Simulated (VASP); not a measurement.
**Ti3Al5: single point with LDA**

Ti3Al5:

```xyz
8
Lattice="3.8478 0.0000 0.0000 0.0000 3.9610 0.0000 0.0000 0.0000 7.9794" Properties=species:S:1:pos:R:3 pbc="T T T"
Ti    0.0000    1.9805    2.1119
Ti    0.0000    1.9805    5.8676
Ti    1.9239    1.9805    0.0000
Al    0.0000    0.0000    0.0000
Al    0.0000    0.0000    3.9897
Al    1.9239    1.9805    3.9897
Al    1.9239    0.0000    1.9279
Al    1.9239    0.0000    6.0515
```

```yaml
Program: VASP 6.6.1
Task: single point
Functional: LDA
Potentials_or_basis: VASP PAW LDA potentials, release 64 (Ti_sv, Al)
Cutoff: 520 eV
k_mesh: 10 × 10 × 6
Occupations: gaussian, width 0.1 eV
Spin: no spin polarisation
Dipole_correction: no
Further_INCAR_settings: ALGO = Fast; EDIFF = 1e-06; NBANDS = 36
```

```
Pressure               : 0.1 GPa
Largest force          : 0.004 eV/Å
Band gap on the k mesh : zero (an odd number of electrons rules out a gap without spin polarisation)
```

Forces in eV/Å, atoms in the order of the input:
```
Ti   0.000  0.000 -0.004
Ti   0.000  0.000  0.004
Ti   0.000  0.000  0.000
Al   0.000  0.000  0.000
Al   0.000  0.000  0.000
Al   0.000  0.000  0.000
Al   0.000  0.000  0.004
Al   0.000  0.000 -0.004
```

Levels at points of the mesh, in eV from the Fermi level:
```
           k point  band 22  band 23  band 24  band 25  band 26  band 27  band 28  band 29  band 30  band 31
(0.00, 0.00, 0.00)    -1.04    -0.74    -0.57    -0.54    -0.22     0.09     0.73     0.79     0.84     1.30
(0.50, 0.00, 0.00)    -1.48    -1.22    -0.92    -0.51    -0.07     0.77     1.05     1.51     1.54     1.63
(0.00, 0.50, 0.00)    -0.74    -0.48    -0.23     0.07     0.86     1.11     1.17     1.49     1.68     1.74
(0.50, 0.50, 0.00)    -2.19    -1.65    -0.88    -0.76    -0.12    -0.04     1.16     1.25     1.33     1.40
(0.00, 0.00, 0.50)    -0.76    -0.67    -0.59    -0.44    -0.21     0.17     0.62     0.81     0.99     1.04
(0.50, 0.00, 0.50)    -1.35    -0.99    -0.70    -0.64    -0.53     1.00     1.27     1.36     1.47     1.60
(0.00, 0.50, 0.50)    -1.36    -0.81     0.70     0.80     0.86     1.02     1.06     1.19     1.41     1.49
(0.50, 0.50, 0.50)    -2.11    -1.89    -1.59    -1.06    -0.59    -0.20     1.28     1.30     1.41     1.69
```

It took 32 min on 1 thread of Intel Xeon 8259CL, with other jobs on the host, peak memory 0.54 GiB.
